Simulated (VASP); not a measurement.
Runs of VASP 6.6.1 on CdF2. The structure is that of space group Fm-3m (No. 225), or close to it. The cells are those of the table. 

```tsv
cell	gap on the mesh (eV)	pressure (GPa)
a = 3.782, b = 3.782, c = 3.706 Å, angles 60.7, 60.7, 58.7°, 3 atoms	3.02	4.5
a = 3.618, b = 3.618, c = 3.545 Å, angles 60.7, 60.7, 58.7°, 3 atoms	3.51	28.4
a = 3.797, b = 3.797, c = 3.681 Å, angles 61.0, 61.0, 58.0°, 3 atoms	2.98	4.4
a = 3.743, b = 3.743, c = 3.629 Å, angles 61.0, 61.0, 58.0°, 3 atoms	3.13	10.6
a = 3.769, b = 3.769, c = 3.731 Å, angles 60.3, 60.3, 59.3°, 3 atoms	(a)	4.5
a = 3.756 Å, angles 60.0°, 3 atoms	(b)	4.5
a = 3.716, b = 3.716, c = 3.678 Å, angles 60.3, 60.3, 59.3°, 3 atoms	3.20	10.7
a = 3.729, b = 3.729, c = 3.654 Å, angles 60.7, 60.7, 58.7°, 3 atoms	3.17	10.6
a = 3.703 Å, angles 60.0°, 3 atoms	3.22	10.7
```

Alike in all rows: task single point; level PBEsol; potentials or basis VASP PAW PBE potentials, release 64 (Cd_sv_GW, F); no spin polarisation; k mesh 8 × 8 × 8; cutoff (eV) 700; smearing gaussian 0.05 eV.

Question: Fill in the values left out.

Answer: (a) 3.05; (b) 3.07.

Caveats: the PAW data sets were made with another functional, which shifts forces and pressure a little; the cell stands under pressure (at least some runs); the stress differs along the axes, from -0 to 7 GPa (at least some runs); the stress differs along the axes, from 6 to 13 GPa (at least some runs).

A k mesh can miss the band edges, and the runs leave out spin-orbit coupling on Cd.
